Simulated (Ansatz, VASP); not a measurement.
# Two plane-wave programs on CaCl

```
Ca Cl
1.0
     3.41280    0.00000    0.00000
     0.00000    3.41280    0.00000
     0.00000    0.00000    4.47320
Ca Cl
1 1
Direct
  0.50000 0.50000 0.50000
  0.00000 0.00000 0.00000
```

Alike in both runs: task single point; functional PBE; k mesh 6 × 6 × 4; occupations gaussian, width 0.1 eV; no spin polarisation.

```csv
,VASP,Ansatz
version,VASP 6.6.1,Ansatz 0.2.0
potentials or method,"VASP PAW PBE potentials, release 64 (Ca_sv, Cl), cutoff 520 eV","scalar-relativistic, plane waves, PAW"
valence electrons in the cell,17,17
```

|  | VASP | Ansatz | Ansatz less VASP |
| --- | --- | --- | --- |
| gap on the k mesh at the Fermi level (eV) | none | none | - |
| pressure (GPa) | 0.4 | 0.4 | -0.04 |
| traceless stress, the component that is largest in VASP (GPa) | -2.58 | -2.61 | -0.027 |

A gap of «none» marks a metal or a gap that the smearing closes. The functional is the same, so the differences come from potentials, cutoffs and numerics.
